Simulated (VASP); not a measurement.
Y:

```
Y
1.0
     3.68085    0.00000    0.00000
    -1.84042    3.18771    0.00000
     0.00000    0.00000    5.72065
Y
2
Cartesian
  0.0000 2.1251 1.4302
  1.8404 1.0626 4.2905
```

Base run:

* Program: VASP 6.6.1
* Functional: r2SCAN
* Potentials or basis: VASP PAW PBE potentials, release 64 (Y_sv)
* Cutoff: 520 eV
* k mesh: 10 × 10 × 6
* Occupations: fermi-dirac, width 0.03 eV
* Spin: no spin polarisation

Its results: band gap on the k mesh zero (band 11 reaches 4.02 eV, above the bottom of band 12 at 2.38 eV); pressure -0.2 GPa.

The run is repeated on the same cell with these changes: occupations from fermi-dirac, width 0.03 eV to fermi-dirac, width 0.3 eV. What comes out?

Band gap on the k mesh zero (band 11 reaches 4.03 eV, above the bottom of band 12 at 2.38 eV); pressure 0.4 GPa.

Caveats: the PAW data sets were made with another functional, which shifts forces and pressure a little.
